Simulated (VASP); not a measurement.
Crystal: GaB2As3.

```
Ga B As
1.0
     4.42451    0.00000    0.00000
    -2.21226    3.83174    0.00000
     0.00000    0.00000    6.97448
Ga B As
1 2 3
Direct
  0.00000 0.00000 0.00000
  0.66667 0.33333 0.24834
  0.33333 0.66667 0.75166
  0.00000 0.00000 0.50000
  0.66667 0.33333 0.64932
  0.33333 0.66667 0.35068
```

```yaml
Program: VASP 6.6.1
Task: relaxation of cell and atoms
Functional: PBE
Potentials_or_basis: VASP PAW PBE potentials, release 64 (Ga_d, B, As)
Cutoff: 600 eV
k_mesh: 6 × 6 × 4
Occupations: gaussian, width 0.1 eV
Spin: no spin polarisation
```

At the start: pressure -6.8 GPa; volume 19.71 Å³/atom.

Q: Where does the relaxation end?

A: Over 27 steps the energy falls by 325.8 meV/atom and the volume is 16.80 Å³/atom (-14.8 %); space group P-3m1 (No. 164, to 0.05 Å).

The path:
| step | energy change (eV) | largest force (eV/Å) | pressure (GPa) | volume (Å³) |
| --- | --- | --- | --- | --- |
| 1 | 0.0000 | 0.8173 | -6.85 | 118.24 |
| 2 | -0.4702 | 0.9482 | -1.23 | 104.41 |
| 3 | -0.5047 | 1.1919 | 1.64 | 100.04 |
| 4 | -0.8064 | 0.9123 | 2.05 | 97.19 |
| 5 | -1.3141 | 0.6650 | 6.52 | 88.38 |
| 6 | -1.5288 | 0.5641 | -2.19 | 95.99 |
| 7 | -1.5324 | 0.5500 | -1.35 | 95.07 |
| 8 | -1.5913 | 0.5565 | -1.16 | 94.89 |
| 9 | -1.7449 | 0.5861 | -0.49 | 94.38 |
| 10 | -1.7692 | 0.6126 | 0.22 | 93.36 |
| 11 | -1.7996 | 0.6266 | -0.03 | 93.72 |
| 12 | -1.7922 | 0.6743 | 3.18 | 93.31 |
| 13 | -1.8311 | 0.1643 | 1.39 | 93.52 |
| 14 | -1.8783 | 0.3515 | -0.84 | 97.80 |
| 15 | -1.8789 | 0.3763 | -1.09 | 98.32 |
| 16 | -1.9028 | 0.4147 | 1.10 | 98.07 |
| 17 | -1.9038 | 0.3649 | 0.72 | 98.11 |
| 18 | -1.9311 | 0.2148 | -0.05 | 100.20 |
| 19 | -1.9351 | 0.2471 | -0.35 | 101.14 |
| 20 | -1.9416 | 0.2909 | 0.47 | 101.80 |
| 21 | -1.9465 | 0.1576 | 0.16 | 101.54 |
| 22 | -1.9505 | 0.0380 | -0.62 | 102.18 |
| 23 | -1.9505 | 0.0427 | -0.56 | 102.16 |
| 24 | -1.9538 | 0.0826 | -0.08 | 101.18 |
| 25 | -1.9540 | 0.0962 | 0.00 | 100.99 |
| 26 | -1.9547 | 0.0428 | -0.09 | 100.75 |
| 27 | -1.9547 | 0.0358 | -0.10 | 100.78 |

Final structure:
```
CELL_PARAMETERS angstrom
4.31492 0.00000 0.00000
-2.15746 3.73683 0.00000
0.00000 0.00000 6.25013
ATOMIC_POSITIONS crystal
Ga 0.00000 0.00000 0.00000
B 0.66667 0.33333 0.36357
B 0.33333 0.66667 0.63643
As 0.00000 0.00000 0.50000
As 0.66667 0.33333 0.71121
As 0.33333 0.66667 0.28879
```
